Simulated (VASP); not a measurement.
# Si (Pm-3m) in VASP: further runs

The runs below take Si through single point, with PBE.

Program: VASP 6.6.1. These are calculated values, not measurements. Logs are shortened: lines on timing, memory, paths and dates and some standing lists are left out, and cuts for length are marked.

## Step 1: The cell of the first run

It takes space group Pm-3m (No. 221, cubic). Conventional cell: a = 2.498 Å, b = 2.498 Å, c = 2.498 Å, α = 90.00°, β = 90.00°, γ = 90.00°. Si (site symmetry m-3m) has 6 Si at 2.50 Å within 3.3 Å.

## Step 2: Single point, PBE

INCAR

```
PREC     = Accurate       # precision mode
ENCUT    = 520            # plane-wave cutoff, eV
EDIFF    = 1E-6           # SCF threshold, eV
ISMEAR   = -1             # smearing method
SIGMA    = 0.05           # smearing width, eV
LREAL    = False          # projectors in reciprocal space
LASPH    = True           # aspherical terms in the spheres
NELM     = 60             # most SCF steps
ALGO     = Normal         # electronic algorithm
ISIF     = 2              # what is computed and relaxed
LWAVE    = False          # write WAVECAR
LCHARG   = False          # write CHGCAR
GGA      = PE             # functional
NBANDS   = 8              # bands
```

KPOINTS

```
Automatic mesh
0
Gamma
  10 10 10
```

POSCAR

```
Si
1.0
    2.4978881022      0.0000000000      0.0000000000
    0.0000000000      2.4978881022      0.0000000000
    0.0000000000      0.0000000000      2.4978881022
Si
1
Direct
    0.5000000000      0.5000000000      0.5000000000
```

Potentials or basis: VASP PAW PBE potentials, release 64 (Si).

Run with:

```console
> cat potpaw_PBE.64/Si/POTCAR > POTCAR
> mpirun -np 1 vasp_std > vasp.out
```

OUTCAR:

```text
PREC = Accurate
   ENCUT = 520
   EDIFF = 1E-6
   ISMEAR = -1
   LREAL = False
   LASPH = True
   NELM = 60
   ISIF = 2
   GGA = PE

 ion  position               nearest neighbor table
   1  0.500  0.500  0.500-

  LATTYP: Found a simple cubic cell.
 ALAT       =     2.4978881022

  Lattice vectors:

 A1 = (   2.4978881022,   0.0000000000,   0.0000000000)
 A2 = (   0.0000000000,   2.4978881022,   0.0000000000)
 A3 = (   0.0000000000,   0.0000000000,   2.4978881022)

Analysis of symmetry for initial positions (statically):
=====================================================================
 Subroutine PRICEL returns:
 Original cell was already a primitive cell.

 Routine SETGRP: Setting up the symmetry group for a
 simple cubic supercell.

 Subroutine GETGRP returns: Found 48 space group operations
 (whereof 48 operations were pure point group operations)
 out of a pool of 48 trial point group operations.

The static configuration has the point symmetry O_h .

Analysis of symmetry for dynamics (positions and initial velocities):
=====================================================================
 Subroutine PRICEL returns:
 Original cell was already a primitive cell.

 Routine SETGRP: Setting up the symmetry group for a
 simple cubic supercell.

 Subroutine GETGRP returns: Found 48 space group operations
 (whereof 48 operations were pure point group operations)
 out of a pool of 48 trial point group operations.

The dynamic configuration has the point symmetry O_h .

 Subroutine INISYM returns: Found 48 space group operations
 (whereof 48 operations are pure point group operations),
 and found     1 'primitive' translations

----------------------------------------------------------------------------------------

                                     Primitive cell

  volume of cell :      15.5854

  direct lattice vectors                    reciprocal lattice vectors
     2.497888102  0.000000000  0.000000000     0.400338189  0.000000000  0.000000000
     0.000000000  2.497888102  0.000000000     0.000000000  0.400338189  0.000000000
     0.000000000  0.000000000  2.497888102     0.000000000  0.000000000  0.400338189

  length of vectors
     2.497888102  2.497888102  2.497888102     0.400338189  0.400338189  0.400338189

  position of ions in fractional coordinates (direct lattice)
     0.500000000  0.500000000  0.500000000

  ion indices of the primitive-cell ions
   primitive index   ion index
                 1           1

----------------------------------------------------------------------------------------

 KPOINTS: Automatic mesh

Automatic generation of k-mesh.
 Grid dimensions read from file:
 generate k-points for:   10   10   10

 Generating k-lattice:

  Cartesian coordinates                     Fractional coordinates (reciprocal lattice)
     0.040033819  0.000000000  0.000000000     0.100000000  0.000000000  0.000000000
     0.000000000  0.040033819  0.000000000     0.000000000  0.100000000  0.000000000
     0.000000000  0.000000000  0.040033819     0.000000000  0.000000000  0.100000000

  Length of vectors
     0.040033819  0.040033819  0.040033819

  Shift w.r.t. Gamma in fractional coordinates (k-lattice)
     0.000000000  0.000000000  0.000000000

 Subroutine IBZKPT returns following result:
 ===========================================

 Found     56 irreducible k-points:

 Following reciprocal coordinates:
            Coordinates               Weight
  0.000000  0.000000  0.000000      1.000000
  0.100000  0.000000  0.000000      6.000000
  0.200000  0.000000  0.000000      6.000000
  0.300000  0.000000  0.000000      6.000000
  0.400000  0.000000  0.000000      6.000000
  0.500000  0.000000  0.000000      3.000000
[... 16 lines left out ...]
  0.200000  0.100000  0.100000     24.000000
  0.300000  0.100000  0.100000     24.000000
 [... further k-points ...]
   k-points           NKPTS =     56   k-points in BZ     NKDIM =     56   number of bands    NBANDS=      8
   number of dos      NEDOS =    301   number of ions     NIONS =      1
   total plane-waves  NPLWV =   8000
   dimension x,y,z NGX =    20 NGY =   20 NGZ =   20
   dimension x,y,z NGXF=    40 NGYF=   40 NGZF=   40
   ions per type =               1
   NGX,Y,Z   is equivalent  to a cutoff of  13.31, 13.31, 13.31 a.u.
   NGXF,Y,Z  is equivalent  to a cutoff of  26.62, 26.62, 26.62 a.u.
 SYSTEM =  unknown system
   PREC   = accura    normal or accurate (medium, high low for compatibility)
   ISTART =      0    job   : 0-new  1-cont  2-samecut
   ICHARG =      2    charge: 1-file 2-atom 10-const
   ISPIN  =      1    spin polarized calculation?
   LNONCOLLINEAR =      F non collinear calculations
   LSORBIT =      F    spin-orbit coupling
   LASPH  =      T    aspherical Exc in radial PAW
   ENCUT  =  520.0 eV  38.22 Ry    6.18 a.u.   4.64  4.64  4.64*2*pi/ulx,y,z
   NELM   =     60;   NELMIN=  2; NELMDL= -5     # of ELM steps
   EDIFF  = 0.1E-05   stopping-criterion for ELM
   LREAL  =      F    real-space projection
   EDIFFG = 0.1E-04   stopping-criterion for IOM
   NSW    =      0    number of steps for IOM
   IBRION =     -1    ionic relax: 0-MD 1-quasi-New 2-CG
   NFREE  =      0    steps in history (QN), initial steepest desc. (CG)
   ISIF   =      2    stress and relaxation
   ISYM   =      2    0-nonsym 1-usesym 2-fastsym
   POTIM  = 0.5000    time-step for ionic-motion
   TEBEG  =    0.0;   TEEND  =   0.0 temperature during run
   PSTRESS=    0.0 pullay stress
   NELECT =       4.0000    total number of electrons
   NUPDOWN=      -1.0000    fix difference up-down
   EMIN   =  10.00;   EMAX   =-10.00  energy-range for DOS
   EFERMI =   0.00;   METHOD = LEGACY
   ISMEAR =    -1;   SIGMA  =   0.05  broadening in eV -4-tet -1-fermi 0-gaus
   EFERMI_NEDOS =   21; number of points for ismear=-14 and -15
   IALGO  =     38    algorithm
   IMIX   =      4    mixing-type and parameters
     AMIX     =   0.40;   BMIX     =  1.00
     AMIX_MAG =   1.60;   BMIX_MAG =  1.00
  volume/ion in A,a.u.               =      15.59       105.18
  Fermi-wavevector in a.u.,A,eV,Ry     =   1.040372  1.966017 14.726581  1.082373
  Thomas-Fermi vector in A             =   2.174944
   LORBIT       =      0    0 simple, 1 ext, 2 COOP (PROOUT), +10 PAW based schemes
   GGA     = PE    functional components
   LHFCALC =     F    Hartree Fock is set to
   AEXX    =    0.0000 exact exchange contribution
   IVDW    =     0    specifies the selected vdW correction
   LEPSILON=     F    determine dielectric tensor
   LRPA    =     F    only Hartree local field effects (RPA)
 non-spin polarized calculation
  energy-cutoff  :      520.00
  volume of cell :       15.59
 maximum number of plane-waves:       437
 NGX is ok and might be reduce to    20
   NGX =  9   NGY =  9   NGZ =  9

 number of electron       4.0000000 magnetization

 Free energy of the ion-electron system (eV)
  ---------------------------------------------------
  ext. energy  EPLUGINS =         0.00000000
  ---------------------------------------------------
  free energy    TOTEN  =        -5.09876228 eV

  energy without entropy =       -5.09741578  energy(sigma->0) =       -5.09808903

 E-fermi :   8.7512     XC(G=0): -10.7679

 val. band max:        8.6485943342   @ k =   0.5000   0.5000   0.4000
 cond. band min:       9.0639608705   @ k =   0.4000   0.4000   0.4000
 fundamental gap:      0.4153665363
 Fermi energy:         8.7511502923

 k-point     1 :       0.0000    0.0000    0.0000
  band No.  band energies     occupation
      1      -4.7771      2.00000
      2      16.2002      0.00000
      3      16.2002      0.00000
      4      16.6890      0.00000
      5      16.6890      0.00000
      6      16.6890      0.00000
      7      24.9133      0.00000
      8      34.0020      0.00000

 k-point     2 :       0.1000    0.0000    0.0000
  band No.  band energies     occupation
      1      -4.5489      2.00000
      2      12.9223      0.00000
      3      16.3841      0.00000
      4      16.8780      0.00000
      5      16.8780      0.00000
      6      19.6026      0.00000
      7      25.7623      0.00000
      8      32.4829      0.00000

 k-point     3 :       0.2000    0.0000    0.0000
  band No.  band energies     occupation
      1      -3.8682      2.00000
      2       9.5028      0.00000
      3      16.9133      0.00000
      4      17.4395      0.00000
      5      17.4395      0.00000
      6      21.8535      0.00000
      7      28.2313      0.00000
      8      29.7016      0.00000

 k-point     4 :       0.3000    0.0000    0.0000
  band No.  band energies     occupation
      1      -2.7501      2.00000
      2       6.3633      2.00000
      3      17.7009      0.00000
      4      18.3479      0.00000
      5      18.3479      0.00000
      6      23.5600      0.00000
      7      26.9625      0.00000
      8      26.9625      0.00000

 k-point     5 :       0.4000    0.0000    0.0000
  band No.  band energies     occupation
      1      -1.2510      2.00000
      2       3.6322      2.00000
      3      18.5188      0.00000
      4      19.4932      0.00000
      5      19.4932      0.00000
      6      24.6692      0.00000
      7      24.6692      0.00000
      8      25.1871      0.00000
[... 177 lines left out ...]
 k-point    22 :       0.1000    0.1000    0.1000
  band No.  band energies     occupation
      1      -4.0931      2.00000
      2      12.7958      0.00000
      3      12.7958      0.00000
      4      15.4356      0.00000
      5      21.2552      0.00000
      6      21.2552      0.00000
      7      26.7790      0.00000
      8      30.5332      0.00000

 k-point    23 :       0.2000    0.1000    0.1000
  band No.  band energies     occupation
      1      -3.4136      2.00000
      2       9.8215      0.00000
      3      13.3619      0.00000
      4      15.6242      0.00000
      5      21.7428      0.00000
      6      23.9293      0.00000
      7      27.3829      0.00000
      8      27.4353      0.00000

 k-point    24 :       0.3000    0.1000    0.1000
  band No.  band energies     occupation
      1      -2.2974      2.00000
      2       6.7586      2.00000
      3      14.2488      0.00000
      4      16.5626      0.00000
      5      22.3782      0.00000
      6      24.2093      0.00000
      7      24.6901      0.00000
      8      26.9243      0.00000

 [... further k-points ...]
[... 5 lines left out ...]
  --------------------------------------------------------------------------------------
  -------------------------------------------------------------------------------------
  Total        0.4760018      0.4760018      0.4760018      0.0000000      0.0000000     -0.0000000
  in kB       48.9328208     48.9328208     48.9328208      0.0000000      0.0000000     -0.0000000
  external PRESSURE =      48.9328208 kB  Pullay stress =       0.0000000 kB

 VOLUME and BASIS-vectors are now :
 -----------------------------------------------------------------------------
  energy-cutoff  :      520.00
  volume of cell :       15.59
      direct lattice vectors                 reciprocal lattice vectors
     2.497888102  0.000000000  0.000000000     0.400338189  0.000000000  0.000000000
     0.000000000  2.497888102  0.000000000     0.000000000  0.400338189  0.000000000
     0.000000000  0.000000000  2.497888102     0.000000000  0.000000000  0.400338189

 POSITION                                       TOTAL-FORCE (eV/Angst)
 -----------------------------------------------------------------------------------
      1.24894      1.24894      1.24894         0.000000      0.000000      0.000000
 -----------------------------------------------------------------------------------
    total drift:                                0.000000     -0.000000     -0.000000

  FREE ENERGIE OF THE ION-ELECTRON SYSTEM (eV)
  ---------------------------------------------------
  free  energy   TOTEN  =        -5.0987622795 eV

  energy  without entropy=       -5.0974157847  energy(sigma->0) =       -5.09808903
```

Run time: 5.3 s. Hardware: 1 thread of Intel Xeon Platinum 8488C (Sapphire Rapids), shared host; peak memory 0.12 GiB.

What came out:

```
Free energy            : -5.0988 eV
Pressure               : 4.9 GPa
Band gap on the k mesh : zero (band 2 reaches 16.20 eV, above the bottom of band 3 at 5.76 eV)
```

## Step 3: Single point, PBE

This run uses another cell than the first one, of 15.91 Å³/atom, 1.021 times its volume.

INCAR

```
ALGO = Normal ; EDIFF = 1E-6
ENCUT = 520 ; GGA = PE
ISIF = 2 ; ISMEAR = -1
LASPH = T ; LCHARG = F
LREAL = F ; LWAVE = F
NBANDS = 8 ; NELM = 100
PREC = Accurate ; SIGMA = 0.05
```

KPOINTS

```
k-points
0
Gamma
  10 10 10
```

POSCAR

```
Si
1.0
    2.5151154611      0.0000000000      0.0000000000
    0.0000000000      2.5151154611      0.0000000000
    0.0000000000      0.0000000000      2.5151154611
Si
1
Direct
    0.5000000000      0.5000000000      0.5000000000
```

Potentials or basis: VASP PAW PBE potentials, release 64 (Si).

Run with:

```console
> cat potpaw_PBE.64/Si/POTCAR > POTCAR
> mpirun -np 1 vasp_std > vasp.out
```

Wall time 4.1 s (1 thread of Intel Xeon Platinum 8488C (Sapphire Rapids), shared host); peak memory 0.12 GiB.

It converged, with:

| Property | Result |
| --- | --- |
| Free energy | -5.1062 eV |
| Pressure | 2.4 GPa |
| Band gap on the k mesh | zero (band 2 reaches 15.94 eV, above the bottom of band 3 at 5.56 eV) |

Levels at points of the mesh, in eV from the Fermi level:
| k point | band 1 | band 2 | band 3 | band 4 | band 5 |
| --- | --- | --- | --- | --- | --- |
| (0.00, 0.00, 0.00) | -13.34 | 7.46 | 7.46 | 7.81 | 7.81 |
| (0.50, 0.00, 0.00) | -8.66 | -6.63 | 10.12 | 11.27 | 11.27 |
| (0.50, 0.50, 0.00) | -3.43 | -2.92 | -2.92 | 1.42 | 14.63 |
| (0.50, 0.50, 0.50) | 0.57 | 0.57 | 0.57 | 3.80 | 5.11 |
